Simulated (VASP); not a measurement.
# Sb (P6_3/mmc) in VASP: single point with PBEsol

Aim: the single point of Sb with PBEsol.

Program: VASP 6.6.1. These are calculated values, not measurements. Logs are shortened: lines on timing, memory, paths and dates and some standing lists are left out, and cuts for length are marked.

### Step 1. The cell of the first run

It takes space group P6_3/mmc (No. 194, hexagonal). Conventional cell: a = 3.322 Å, b = 3.322 Å, c = 5.468 Å, α = 90.00°, β = 90.00°, γ = 120.00°. Within 4.4 Å of Sb (site symmetry -6m2) lie 12 Sb at 3.32 to 3.34 Å.

### Step 2. Single point, PBEsol

File INCAR:

```
SYSTEM = Sb
ALGO = Normal
EDIFF = 1E-6
ENCUT = 520
GGA = PS
ISIF = 2
ISMEAR = 0
LASPH = .TRUE.
LCHARG = .FALSE.
LREAL = .FALSE.
LWAVE = .FALSE.
NBANDS = 12
NELM = 100
PREC = Accurate
SIGMA = 0.1
```

File KPOINTS:

```
k-points
0
G
  12 12 8
  0 0 0
```

File POSCAR:

```
Sb
1.0
    3.3219676959      0.0000000000      0.0000000000
   -1.6609838480      2.8769084152      0.0000000000
    0.0000000000      0.0000000000      5.4684046352
Sb
2
Direct
    0.3333333333      0.6666666667      0.2500000000
    0.6666666667      0.3333333333      0.7500000000
```

Potentials or basis: VASP PAW PBE potentials, release 64 (Sb).

Started as:

```sh
$ cat potpaw_PBE.64/Sb/POTCAR > POTCAR
$ mpirun -np 1 vasp_std > vasp.out
```

OUTCAR:

```text
SYSTEM = Sb
   EDIFF = 1E-6
   ENCUT = 520
   GGA = PS
   ISIF = 2
   ISMEAR = 0
   LASPH = .TRUE.
   LREAL = .FALSE.
   NELM = 100
   PREC = Accurate

 ion  position               nearest neighbor table
   1  0.333  0.667  0.250-   2 3.34   2 3.34   2 3.34   2 3.34   2 3.34   2 3.34
   2  0.667  0.333  0.750-   1 3.34   1 3.34   1 3.34   1 3.34   1 3.34   1 3.34

  LATTYP: Found a hexagonal cell.
 ALAT       =     3.3219676959
 C/A-ratio  =     1.6461341999

  Lattice vectors:

 A1 = (   3.3219676959,   0.0000000000,   0.0000000000)
 A2 = (  -1.6609838480,   2.8769084152,   0.0000000000)
 A3 = (   0.0000000000,   0.0000000000,   5.4684046352)

Analysis of symmetry for initial positions (statically):
=====================================================================
 Subroutine PRICEL returns:
 Original cell was already a primitive cell.

 Routine SETGRP: Setting up the symmetry group for a
 hexagonal supercell.

 Subroutine GETGRP returns: Found 24 space group operations
 (whereof 12 operations were pure point group operations)
 out of a pool of 24 trial point group operations.

The static configuration has the point symmetry D_3d.
 The point group associated with its full space group is D_6h.

Analysis of symmetry for dynamics (positions and initial velocities):
=====================================================================
 Subroutine PRICEL returns:
 Original cell was already a primitive cell.

 Routine SETGRP: Setting up the symmetry group for a
 hexagonal supercell.

 Subroutine GETGRP returns: Found 24 space group operations
 (whereof 12 operations were pure point group operations)
 out of a pool of 24 trial point group operations.

The dynamic configuration has the point symmetry D_3d.
 The point group associated with its full space group is D_6h.

 Subroutine INISYM returns: Found 24 space group operations
 (whereof 12 operations are pure point group operations),
 and found     1 'primitive' translations

----------------------------------------------------------------------------------------

                                     Primitive cell

  volume of cell :      52.2615

  direct lattice vectors                    reciprocal lattice vectors
     3.321967696  0.000000000  0.000000000     0.301026407  0.173797677  0.000000000
    -1.660983848  2.876908415  0.000000000     0.000000000  0.347595354  0.000000000
     0.000000000  0.000000000  5.468404635     0.000000000  0.000000000  0.182868691

  length of vectors
     3.321967696  3.321967696  5.468404635     0.347595354  0.347595354  0.182868691

  position of ions in fractional coordinates (direct lattice)
     0.333333333  0.666666667  0.250000000
     0.666666667  0.333333333  0.750000000

  ion indices of the primitive-cell ions
   primitive index   ion index
                 1           1
                 2           2

----------------------------------------------------------------------------------------

 KPOINTS: k-points

Automatic generation of k-mesh.
 Grid dimensions read from file:
 generate k-points for:   12   12    8

 Generating k-lattice:

  Cartesian coordinates                     Fractional coordinates (reciprocal lattice)
     0.025085534  0.014483140  0.000000000     0.083333333  0.000000000  0.000000000
     0.000000000  0.028966280  0.000000000     0.000000000  0.083333333  0.000000000
     0.000000000  0.000000000  0.022858586     0.000000000  0.000000000  0.125000000

  Length of vectors
     0.028966280  0.028966280  0.022858586

  Shift w.r.t. Gamma in fractional coordinates (k-lattice)
     0.000000000  0.000000000  0.000000000

 Subroutine IBZKPT returns following result:
 ===========================================

 Found     95 irreducible k-points:

 Following reciprocal coordinates:
            Coordinates               Weight
  0.000000  0.000000  0.000000      1.000000
  0.083333  0.000000  0.000000      6.000000
  0.166667 -0.000000  0.000000      6.000000
  0.250000  0.000000  0.000000      6.000000
  0.333333  0.000000  0.000000      6.000000
  0.416667 -0.000000  0.000000      6.000000
[... 16 lines left out ...]
  0.250000  0.000000  0.125000     12.000000
  0.333333  0.000000  0.125000     12.000000
 [... further k-points ...]
   k-points           NKPTS =     95   k-points in BZ     NKDIM =     95   number of bands    NBANDS=     12
   number of dos      NEDOS =    301   number of ions     NIONS =      2
   total plane-waves  NPLWV =  32928
   dimension x,y,z NGX =    28 NGY =   28 NGZ =   42
   dimension x,y,z NGXF=    56 NGYF=   56 NGZF=   84
   ions per type =               2
   NGX,Y,Z   is equivalent  to a cutoff of  14.01, 14.01, 12.77 a.u.
   NGXF,Y,Z  is equivalent  to a cutoff of  28.02, 28.02, 25.54 a.u.
 SYSTEM =  Sb
   PREC   = accura    normal or accurate (medium, high low for compatibility)
   ISTART =      0    job   : 0-new  1-cont  2-samecut
   ICHARG =      2    charge: 1-file 2-atom 10-const
   ISPIN  =      1    spin polarized calculation?
   LNONCOLLINEAR =      F non collinear calculations
   LSORBIT =      F    spin-orbit coupling
   LASPH  =      T    aspherical Exc in radial PAW
   ENCUT  =  520.0 eV  38.22 Ry    6.18 a.u.   6.18  6.18 10.17*2*pi/ulx,y,z
   NELM   =    100;   NELMIN=  2; NELMDL= -5     # of ELM steps
   EDIFF  = 0.1E-05   stopping-criterion for ELM
   LREAL  =      F    real-space projection
   EDIFFG = 0.1E-04   stopping-criterion for IOM
   NSW    =      0    number of steps for IOM
   IBRION =     -1    ionic relax: 0-MD 1-quasi-New 2-CG
   NFREE  =      0    steps in history (QN), initial steepest desc. (CG)
   ISIF   =      2    stress and relaxation
   ISYM   =      2    0-nonsym 1-usesym 2-fastsym
   POTIM  = 0.5000    time-step for ionic-motion
   TEBEG  =    0.0;   TEEND  =   0.0 temperature during run
   PSTRESS=    0.0 pullay stress
   NELECT =      10.0000    total number of electrons
   NUPDOWN=      -1.0000    fix difference up-down
   EMIN   =  10.00;   EMAX   =-10.00  energy-range for DOS
   EFERMI =   0.00;   METHOD = LEGACY
   ISMEAR =     0;   SIGMA  =   0.10  broadening in eV -4-tet -1-fermi 0-gaus
   EFERMI_NEDOS =   21; number of points for ismear=-14 and -15
   IALGO  =     38    algorithm
   IMIX   =      4    mixing-type and parameters
     AMIX     =   0.40;   BMIX     =  1.00
     AMIX_MAG =   1.60;   BMIX_MAG =  1.00
  volume/ion in A,a.u.               =      26.13       176.34
  Fermi-wavevector in a.u.,A,eV,Ry     =   0.943367  1.782706 12.108393  0.889942
  Thomas-Fermi vector in A             =   2.071068
   LORBIT       =      0    0 simple, 1 ext, 2 COOP (PROOUT), +10 PAW based schemes
   GGA     = PS    functional components
   LHFCALC =     F    Hartree Fock is set to
   AEXX    =    0.0000 exact exchange contribution
   IVDW    =     0    specifies the selected vdW correction
   LEPSILON=     F    determine dielectric tensor
   LRPA    =     F    only Hartree local field effects (RPA)
 non-spin polarized calculation
 Gauss-broadening in eV      SIGMA  =   0.10
  energy-cutoff  :      520.00
  volume of cell :       52.26
 maximum number of plane-waves:      1420
 NGX is ok and might be reduce to    28
   NGX = 13   NGY = 13   NGZ = 21

 number of electron      10.0000000 magnetization

 Free energy of the ion-electron system (eV)
  ---------------------------------------------------
  ext. energy  EPLUGINS =         0.00000000
  ---------------------------------------------------
  free energy    TOTEN  =        -8.69375256 eV

  energy without entropy =       -8.68882994  energy(sigma->0) =       -8.69129125

 E-fermi :   8.8017     XC(G=0): -10.4621

 val. band max:        8.7830431368   @ k =   0.3333   0.2500   0.0000
 cond. band min:       8.8105592589   @ k =   0.3333   0.0833   0.1250
 fundamental gap:      0.0275161221
 Fermi energy:         8.8016600069

 k-point     1 :       0.0000    0.0000    0.0000
  band No.  band energies     occupation
      1      -4.4030      2.00000
      2      -0.5522      2.00000
      3       2.7360      2.00000
      4      12.5816      0.00000
      5      12.5816      0.00000
      6      14.2319      0.00000
      7      14.2319      0.00000
      8      14.2752      0.00000
      9      16.7243      0.00000
     10      17.7883      0.00000
     11      18.8939      0.00000
     12      18.8939      0.00000

 k-point     2 :       0.0833    0.0000    0.0000
  band No.  band energies     occupation
      1      -4.2764      2.00000
      2      -0.4393      2.00000
      3       2.8680      2.00000
      4      11.3157      0.00000
      5      12.0936      0.00000
      6      13.5509      0.00000
      7      14.1632      0.00000
      8      14.3351      0.00000
      9      16.9278      0.00000
     10      17.7583      0.00000
     11      18.9496      0.00000
     12      19.0213      0.00000

 k-point     3 :       0.1667   -0.0000    0.0000
  band No.  band energies     occupation
      1      -3.8980      2.00000
      2      -0.1076      2.00000
      3       3.2607      2.00000
      4       9.1044      0.00002
      5      11.2175      0.00000
      6      11.9745      0.00000
      7      13.6431      0.00000
      8      14.1128      0.00000
      9      15.5856      0.00000
     10      17.7886      0.00000
     11      18.6273      0.00000
     12      19.2641      0.00000

 k-point     4 :       0.2500    0.0000    0.0000
  band No.  band energies     occupation
      1      -3.2732      2.00000
      2       0.4107      2.00000
      3       3.9032      2.00000
      4       6.9102      2.00000
      5      10.0787      0.00000
      6      10.3940      0.00000
      7      12.4695      0.00000
      8      13.5738      0.00000
      9      14.5076      0.00000
     10      17.0367      0.00000
     11      18.2268      0.00000
     12      18.8479      0.00000

 k-point     5 :       0.3333    0.0000    0.0000
  band No.  band energies     occupation
      1      -2.4191      2.00000
      2       0.9865      2.00000
      3       4.7688      2.00000
      4       5.0636      2.00000
      5       8.1806      2.00000
      6       9.7557      0.00000
      7      10.9193      0.00000
      8      13.0402      0.00000
      9      13.8012      0.00000
     10      16.6528      0.00000
     11      17.8161      0.00000
     12      18.3823      0.00000
[... 228 lines left out ...]
      1      -4.1978      2.00000
      2      -0.8245      2.00000
      3       3.4124      2.00000
      4      11.3839      0.00000
      5      12.1603      0.00000
      6      13.2548      0.00000
      7      13.5773      0.00000
      8      14.2254      0.00000
      9      16.8696      0.00000
     10      17.8143      0.00000
     11      18.5472      0.00000
     12      18.7873      0.00000

 k-point    22 :       0.1667   -0.0000    0.1250
  band No.  band energies     occupation
      1      -3.8196      2.00000
      2      -0.4807      2.00000
      3       3.7862      2.00000
      4       9.1839      0.00000
      5      11.2922      0.00000
      6      11.7097      0.00000
      7      13.2345      0.00000
      8      13.9267      0.00000
      9      15.6018      0.00000
     10      17.5012      0.00000
     11      18.0735      0.00000
     12      19.4123      0.00000

 k-point    23 :       0.2500    0.0000    0.1250
  band No.  band energies     occupation
      1      -3.1954      2.00000
      2       0.0644      2.00000
      3       4.3710      2.00000
      4       7.0198      2.00000
      5       9.7493      0.00000
      6      10.4730      0.00000
      7      12.4992      0.00000
      8      13.3538      0.00000
      9      14.6243      0.00000
     10      16.5236      0.00000
     11      17.5787      0.00000
     12      19.1598      0.00000

 k-point    24 :       0.3333    0.0000    0.1250
  band No.  band energies     occupation
      1      -2.3427      2.00000
      2       0.7093      2.00000
      3       4.6597      2.00000
      4       5.6757      2.00000
      5       7.8182      2.00000
      6       9.8369      0.00000
      7      11.2380      0.00000
      8      12.8105      0.00000
      9      13.9081      0.00000
     10      16.0694      0.00000
     11      17.5553      0.00000
     12      18.7184      0.00000

 [... further k-points ...]
[... 5 lines left out ...]
  --------------------------------------------------------------------------------------
  -------------------------------------------------------------------------------------
  Total        0.0007049      0.0007049     -0.0079156     -0.0000000     -0.0000000      0.0000000
  in kB        0.0216099      0.0216099     -0.2426692     -0.0000000     -0.0000000      0.0000000
  external PRESSURE =      -0.0664831 kB  Pullay stress =       0.0000000 kB

 VOLUME and BASIS-vectors are now :
 -----------------------------------------------------------------------------
  energy-cutoff  :      520.00
  volume of cell :       52.26
      direct lattice vectors                 reciprocal lattice vectors
     3.321967696  0.000000000  0.000000000     0.301026407  0.173797677  0.000000000
    -1.660983848  2.876908415  0.000000000     0.000000000  0.347595354  0.000000000
     0.000000000  0.000000000  5.468404635     0.000000000  0.000000000  0.182868691

 POSITION                                       TOTAL-FORCE (eV/Angst)
 -----------------------------------------------------------------------------------
     -0.00000      1.91794      1.36710        -0.000000      0.000000      0.000000
      1.66098      0.95897      4.10130         0.000000      0.000000      0.000000
 -----------------------------------------------------------------------------------
    total drift:                               -0.000000      0.000000      0.000000

  FREE ENERGIE OF THE ION-ELECTRON SYSTEM (eV)
  ---------------------------------------------------
  free  energy   TOTEN  =        -8.6937525621 eV

  energy  without entropy=       -8.6888299430  energy(sigma->0) =       -8.69129125
```

Run time: 48 s. Hardware: 1 thread of Intel Xeon Platinum 8259CL at 2.50GHz (Skylake/Cascade Lake), shared host; peak memory 0.2 GiB.

Results:

```
Free energy            : -8.6938 eV
Pressure               : 0.0 GPa
Band gap on the k mesh : zero (band 5 reaches 13.40 eV, above the bottom of band 6 at 5.40 eV)
```

Caveat: the PAW data sets were made with another functional, which shifts forces and pressure a little; spin-orbit coupling is left out, which moves the levels of the heavy elements.
